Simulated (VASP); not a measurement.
# Al2O5 (C2/m) in VASP: single point with PBEsol

Aim: the single point of Al2O5 with PBEsol.

Program: VASP 6.6.1. These are calculated values, not measurements. Logs are shortened: lines on timing, memory, paths and dates and some standing lists are left out, and cuts for length are marked.

### 1 The cell of the first run

The structure is monoclinic, space group C2/m (No. 12). The conventional cell has a = 9.911 Å, b = 2.985 Å, c = 6.471 Å, α = 90.00°, β = 123.81°, γ = 90.00°. Within 2.3 Å of Al (site symmetry m) lie 4 O at 1.76 to 1.88 Å. Within 2.4 Å of O (site symmetry m) lie 1 Al at 1.78 Å and 2 O at 1.94 Å. Within 2.6 Å of O (site symmetry 2/m) lie 4 O at 1.94 Å and 4 Al at 2.52 Å. Within 2.3 Å of O (site symmetry m) lie 3 Al at 1.76 to 1.88 Å.

### 2 Single point, PBEsol

Input file INCAR:

```
SYSTEM = Al2O5
ALGO = Normal
EDIFF = 1E-6
ENCUT = 520
GGA = PS
ISIF = 2
ISMEAR = 0
LASPH = .TRUE.
LCHARG = .TRUE.
LELF = .TRUE.
LREAL = .FALSE.
LVHAR = .TRUE.
LWAVE = .FALSE.
NBANDS = 27
NELM = 60
PREC = Accurate
SIGMA = 0.01
```

Input file KPOINTS:

```
k-points
0
G
  12 12 8
  0 0 0
```

Input file POSCAR:

```
Al2O5
1.0
    4.8757644639     -1.4925775829     -0.8842940992
    4.8757644639      1.4925775829     -0.8842940992
   -5.2489994728      0.0000000000      6.4161620920
Al O
2 5
Direct
    0.4127876312      0.4127876312      0.6859483716
    0.5872123688      0.5872123688      0.3140516284
    0.6348771003      0.6348771003      1.0166047456
    0.3651228997      0.3651228997     -0.0166047456
    0.0000000000      0.0000000000      0.0000000000
    0.1229433745      0.1229433745      0.4559095719
    0.8770566255      0.8770566255      0.5440904281
```

Potentials or basis: VASP PAW PBE potentials, release 64 (Al, O).

Command:

```console
$ cat potpaw_PBE.64/Al/POTCAR potpaw_PBE.64/O/POTCAR > POTCAR
$ mpirun -np 1 vasp_std > vasp.out
```

OUTCAR:

```text
SYSTEM = Al2O5
   EDIFF = 1E-6
   ENCUT = 520
   GGA = PS
   ISIF = 2
   ISMEAR = 0
   LASPH = .TRUE.
   LREAL = .FALSE.
   NELM = 60
   PREC = Accurate

 ion  position               nearest neighbor table
   1  0.413  0.413  0.686-   7 1.76   7 1.76   3 1.78   6 1.88   5 2.52   5 2.52   2 2.65   2 2.65

   2  0.587  0.587  0.314-   6 1.76   6 1.76   4 1.78   7 1.88   5 2.52   5 2.52   1 2.65   1 2.65

   3  0.635  0.635  0.017-   1 1.78   5 1.94   5 1.94
   4  0.365  0.365  0.983-   2 1.78   5 1.94   5 1.94
   5  0.000  0.000  0.000-   3 1.94   3 1.94   4 1.94   4 1.94   1 2.52   2 2.52   1 2.52   2 2.52

   6  0.123  0.123  0.456-   2 1.76   2 1.76   1 1.88
   7  0.877  0.877  0.544-   1 1.76   1 1.76   2 1.88

  Warning from LATTYP: Got some problem with cell dimensions!
  Tried to take original basis but could not verify dimensions!
  LATTYP: Found a base centered monoclinic cell.
 ALAT       =     9.9106115172
 B/A-ratio  =     0.3012079689
 C/A-ratio  =     0.6529277182
 COS(beta)  =    -0.5564713836

  Lattice vectors:

 A1 = (  -4.8757644639,   1.4925775829,   0.8842940992)
 A2 = (  -4.8757644639,  -1.4925775829,   0.8842940992)
 A3 = (   4.5025294550,   0.0000000000,   4.6475738936)

Analysis of symmetry for initial positions (statically):
=====================================================================
 Subroutine PRICEL returns:
 Original cell was already a primitive cell.

 Routine SETGRP: Setting up the symmetry group for a
 base centered monoclinic supercell.

 Subroutine GETGRP returns: Found  4 space group operations
 (whereof  4 operations were pure point group operations)
 out of a pool of  4 trial point group operations.

The static configuration has the point symmetry C_2h.

Analysis of symmetry for dynamics (positions and initial velocities):
=====================================================================
 Subroutine PRICEL returns:
 Original cell was already a primitive cell.

 Routine SETGRP: Setting up the symmetry group for a
 base centered monoclinic supercell.

 Subroutine GETGRP returns: Found  4 space group operations
 (whereof  4 operations were pure point group operations)
 out of a pool of  4 trial point group operations.

The dynamic configuration has the point symmetry C_2h.

 Subroutine INISYM returns: Found  4 space group operations
 (whereof  4 operations are pure point group operations),
 and found     1 'primitive' translations

----------------------------------------------------------------------------------------

                                     Primitive cell

  volume of cell :      79.5306

  direct lattice vectors                    reciprocal lattice vectors
     4.875764464 -1.492577583 -0.884294099     0.120414260 -0.334990962  0.098509729
     4.875764464  1.492577583 -0.884294099     0.120414260  0.334990962  0.098509729
    -5.248999473  0.000000000  6.416162092     0.033191686  0.000000000  0.183010206

  length of vectors
     5.175214295  5.175214295  8.289700324     0.369354444  0.369354444  0.185995762

  position of ions in fractional coordinates (direct lattice)
     0.412787631  0.412787631  0.685948372
     0.587212369  0.587212369  0.314051628
     0.634877100  0.634877100  0.016604746
     0.365122900  0.365122900  0.983395254
     0.000000000  0.000000000  0.000000000
     0.122943374  0.122943374  0.455909572
     0.877056626  0.877056626  0.544090428

  ion indices of the primitive-cell ions
   primitive index   ion index
                 1           1
                 2           2
                 3           3
                 4           4
                 5           5
                 6           6
                 7           7

----------------------------------------------------------------------------------------

 KPOINTS: k-points

Automatic generation of k-mesh.
 Grid dimensions read from file:
 generate k-points for:   12   12    8

 Generating k-lattice:

  Cartesian coordinates                     Fractional coordinates (reciprocal lattice)
     0.010034522 -0.027915913  0.008209144     0.083333333 -0.000000000  0.000000000
     0.010034522  0.027915913  0.008209144    -0.000000000  0.083333333  0.000000000
     0.004148961  0.000000000  0.022876276     0.000000000  0.000000000  0.125000000

  Length of vectors
     0.030779537  0.030779537  0.023249470

  Shift w.r.t. Gamma in fractional coordinates (k-lattice)
     0.000000000  0.000000000  0.000000000

 Subroutine IBZKPT returns following result:
 ===========================================

 Found    320 irreducible k-points:

 Following reciprocal coordinates:
            Coordinates               Weight
  0.000000  0.000000  0.000000      1.000000
  0.083333 -0.000000  0.000000      4.000000
  0.166667  0.000000  0.000000      4.000000
  0.250000 -0.000000  0.000000      4.000000
  0.333333 -0.000000  0.000000      4.000000
  0.416667 -0.000000  0.000000      4.000000
[... 16 lines left out ...]
  0.500000  0.166667  0.000000      4.000000
 -0.416667  0.166667 -0.000000      4.000000
 [... further k-points ...]
   k-points           NKPTS =    320   k-points in BZ     NKDIM =    320   number of bands    NBANDS=     27
   number of dos      NEDOS =    301   number of ions     NIONS =      7
   total plane-waves  NPLWV = 102400
   dimension x,y,z NGX =    40 NGY =   40 NGZ =   64
   dimension x,y,z NGXF=    80 NGYF=   80 NGZF=  128
   ions per type =               2   5
   NGX,Y,Z   is equivalent  to a cutoff of  12.85, 12.85, 12.83 a.u.
   NGXF,Y,Z  is equivalent  to a cutoff of  25.70, 25.70, 25.67 a.u.
 SYSTEM =  Al2O5
   PREC   = accura    normal or accurate (medium, high low for compatibility)
   ISTART =      0    job   : 0-new  1-cont  2-samecut
   ICHARG =      2    charge: 1-file 2-atom 10-const
   ISPIN  =      1    spin polarized calculation?
   LNONCOLLINEAR =      F non collinear calculations
   LSORBIT =      F    spin-orbit coupling
   LASPH  =      T    aspherical Exc in radial PAW
   ENCUT  =  520.0 eV  38.22 Ry    6.18 a.u.   9.62  9.62 15.41*2*pi/ulx,y,z
   NELM   =     60;   NELMIN=  2; NELMDL= -5     # of ELM steps
   EDIFF  = 0.1E-05   stopping-criterion for ELM
   LREAL  =      F    real-space projection
   EDIFFG = 0.1E-04   stopping-criterion for IOM
   NSW    =      0    number of steps for IOM
   IBRION =     -1    ionic relax: 0-MD 1-quasi-New 2-CG
   NFREE  =      0    steps in history (QN), initial steepest desc. (CG)
   ISIF   =      2    stress and relaxation
   ISYM   =      2    0-nonsym 1-usesym 2-fastsym
   POTIM  = 0.5000    time-step for ionic-motion
   TEBEG  =    0.0;   TEEND  =   0.0 temperature during run
   PSTRESS=    0.0 pullay stress
   NELECT =      36.0000    total number of electrons
   NUPDOWN=      -1.0000    fix difference up-down
   EMIN   =  10.00;   EMAX   =-10.00  energy-range for DOS
   EFERMI =   0.00;   METHOD = LEGACY
   ISMEAR =     0;   SIGMA  =   0.01  broadening in eV -4-tet -1-fermi 0-gaus
   EFERMI_NEDOS =   21; number of points for ismear=-14 and -15
   IALGO  =     38    algorithm
   IMIX   =      4    mixing-type and parameters
     AMIX     =   0.40;   BMIX     =  1.00
     AMIX_MAG =   1.60;   BMIX_MAG =  1.00
  volume/ion in A,a.u.               =      11.36        76.67
  Fermi-wavevector in a.u.,A,eV,Ry     =   1.256987  2.375362 21.497438  1.580017
  Thomas-Fermi vector in A             =   2.390668
   LORBIT       =      0    0 simple, 1 ext, 2 COOP (PROOUT), +10 PAW based schemes
   GGA     = PS    functional components
   LHFCALC =     F    Hartree Fock is set to
   AEXX    =    0.0000 exact exchange contribution
   IVDW    =     0    specifies the selected vdW correction
   LEPSILON=     F    determine dielectric tensor
   LRPA    =     F    only Hartree local field effects (RPA)
 non-spin polarized calculation
 Gauss-broadening in eV      SIGMA  =   0.01
  energy-cutoff  :      520.00
  volume of cell :       79.53
 maximum number of plane-waves:      2176
   NGX = 19   NGY = 19   NGZ = 31

 number of electron      35.9999999 magnetization

 Free energy of the ion-electron system (eV)
  ---------------------------------------------------
  ext. energy  EPLUGINS =         0.00000000
  ---------------------------------------------------
  free energy    TOTEN  =       -44.23473175 eV

  energy without entropy =      -44.23473175  energy(sigma->0) =      -44.23473175

 E-fermi :   1.7678     XC(G=0): -10.0067

 val. band max:        1.6613427515   @ k =  -0.1667   0.1667   0.0000
 cond. band min:       2.0097967283   @ k =   0.5000   0.5000   0.1250
 fundamental gap:      0.3484539768
 Fermi energy:         1.7678422131

 k-point     1 :       0.0000    0.0000    0.0000
  band No.  band energies     occupation
      1     -18.1853      2.00000
      2     -16.3987      2.00000
      3     -15.0244      2.00000
      4     -14.5567      2.00000
      5     -12.6340      2.00000
      6      -4.2619      2.00000
[... 19 lines left out ...]
     26      13.2409      0.00000
     27      14.4162      0.00000

 k-point     2 :       0.0833   -0.0000    0.0000
  band No.  band energies     occupation
      1     -18.1093      2.00000
      2     -16.3535      2.00000
      3     -15.0058      2.00000
      4     -14.5560      2.00000
      5     -12.7415      2.00000
      6      -4.1747      2.00000
[... 19 lines left out ...]
     26      13.2932      0.00000
     27      14.3990      0.00000

 k-point     3 :       0.1667    0.0000    0.0000
  band No.  band energies     occupation
      1     -17.8835      2.00000
      2     -16.2218      2.00000
      3     -14.9577      2.00000
      4     -14.5564      2.00000
      5     -13.0591      2.00000
      6      -3.9265      2.00000
[... 594 lines left out ...]
      1     -16.9552      2.00000
      2     -15.7918      2.00000
      3     -14.9523      2.00000
      4     -14.6280      2.00000
      5     -14.1779      2.00000
      6      -3.4588      2.00000
[... 19 lines left out ...]
     26      12.6559      0.00000
     27      14.4312      0.00000

 k-point    24 :      -0.4167    0.1667   -0.0000
  band No.  band energies     occupation
      1     -16.3717      2.00000
      2     -15.5023      2.00000
      3     -15.1378      2.00000
      4     -14.8404      2.00000
      5     -14.5505      2.00000
      6      -3.8186      2.00000
[... 19 lines left out ...]
     26      12.5838      0.00000
     27      14.4552      0.00000

 [... further k-points ...]
[... 5 lines left out ...]
  --------------------------------------------------------------------------------------
  -------------------------------------------------------------------------------------
  Total       -0.0398743      0.2341152      0.1401021      0.0000000      0.0000000      0.0570843
  in kB       -0.8032845      4.7163477      2.8224145      0.0000000      0.0000000      1.1499877
  external PRESSURE =       2.2451592 kB  Pullay stress =       0.0000000 kB

 VOLUME and BASIS-vectors are now :
 -----------------------------------------------------------------------------
  energy-cutoff  :      520.00
  volume of cell :       79.53
      direct lattice vectors                 reciprocal lattice vectors
     4.875764464 -1.492577583 -0.884294099     0.120414260 -0.334990962  0.098509729
     4.875764464  1.492577583 -0.884294099     0.120414260  0.334990962  0.098509729
    -5.248999473  0.000000000  6.416162092     0.033191686  0.000000000  0.183010206

 POSITION                                       TOTAL-FORCE (eV/Angst)
 -----------------------------------------------------------------------------------
      0.42477      0.00000      3.67110         0.010119     -0.000000     -0.002113
      4.07776      0.00000      0.97647        -0.010119     -0.000000      0.002113
      6.10386      0.00000     -1.01630         0.023501     -0.000000      0.042391
     -1.60133      0.00000      5.66387        -0.023501     -0.000000     -0.042391
      0.00000      0.00000      0.00000        -0.000000      0.000000      0.000000
     -1.19418      0.00000      2.70775        -0.012036     -0.000000      0.014688
      5.69671      0.00000      1.93982         0.012036     -0.000000     -0.014688
 -----------------------------------------------------------------------------------
    total drift:                               -0.000000      0.000000      0.000000

  FREE ENERGIE OF THE ION-ELECTRON SYSTEM (eV)
  ---------------------------------------------------
  free  energy   TOTEN  =       -44.2347317459 eV

  energy  without entropy=      -44.2347317459  energy(sigma->0) =      -44.23473175
```

It took 14 min on 1 thread of Intel Xeon 6975P-C (Granite Rapids), shared host; peak memory 0.66 GiB.

What came out:

* Free energy: -44.2347 eV
* Pressure: 0.2 GPa
* Largest force: 0.048 eV/Å
* Band gap on the k mesh: 0.35 eV, indirect (least direct gap 0.63 eV)

Forces in eV/Å, atoms in the order of the input:
```
Al   0.010  0.000 -0.002
Al  -0.010  0.000  0.002
O    0.024  0.000  0.042
O   -0.024  0.000 -0.042
O    0.000  0.000  0.000
O   -0.012  0.000  0.015
O    0.012  0.000 -0.015
```

Stress tensor (GPa, compression positive):
```
-0.08  0.00  0.11
 0.00  0.47  0.00
 0.11  0.00  0.28
```

Caveat: the PAW data sets were made with another functional, which shifts forces and pressure a little. A k mesh can miss the band edges.
